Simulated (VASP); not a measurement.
Here is a VASP 6.6.1 calculation.

File INCAR:

```
  PREC = Accurate
  ENCUT = 600
  EDIFF = 1E-6
  ISMEAR = 0
  SIGMA = 0.1
  LREAL = F
  LASPH = T
  NELM = 100
  ALGO = Normal
  ISIF = 3
  LWAVE = F
  LCHARG = F
  GGA = PE
  IBRION = 2
  NSW = 90
  EDIFFG = -0.04
```

File KPOINTS:

```
regular mesh
0
Gamma
  3 3 3
```

Contents of POSCAR:

```
Hf2Br3
1.0
    3.4583571189      1.9966834135      6.2947292999
   -3.4583571189      1.9966834135      6.2947292999
    0.0000000000     -3.9933668271      6.2947292999
Hf Br
4 6
Direct
    0.8521800000      0.8521800000      0.8521800000
    0.6478200000      0.6478200000      0.6478200000
    0.1478200000      0.1478200000      0.1478200000
    0.3521800000      0.3521800000      0.3521800000
    0.0562500000      0.4437500000      0.7500000000
    0.7500000000      0.0562500000      0.4437500000
    0.4437500000      0.7500000000      0.0562500000
    0.9437500000      0.5562500000      0.2500000000
    0.2500000000      0.9437500000      0.5562500000
    0.5562500000      0.2500000000      0.9437500000
```

Potentials or basis: VASP PAW PBE potentials, release 64 (Hf_pv, Br).

The run is started by

```console
$ cat potpaw_PBE.64/Hf_pv/POTCAR potpaw_PBE.64/Br/POTCAR > POTCAR
$ mpirun -np 1 vasp_std > vasp.out
```

Problem. Estimate the relaxed volume.

Solution. 23.28 Å³/atom.

Problem. What does it give for the space group after relaxing (to 0.1 Å)?

Solution. R-3c (No. 167).

Problem. Predict the relaxed cell.

Solution. a = 8.338 Å, b = 8.338 Å, c = 8.338 Å, α = 41.79°, β = 41.79°, γ = 41.79°.

Forces on the atoms (eV/Å):
```
Hf   0.000  0.000  0.008
Hf   0.000  0.000 -0.008
Hf   0.000  0.000 -0.008
Hf   0.000  0.000  0.008
Br   0.015  0.000  0.000
Br  -0.008  0.013  0.000
Br  -0.008 -0.013  0.000
Br  -0.015  0.000  0.000
Br   0.008 -0.013  0.000
Br   0.008  0.013  0.000
```

Caveat: the k points lie up to 0.42 Å⁻¹ apart in the final cell.
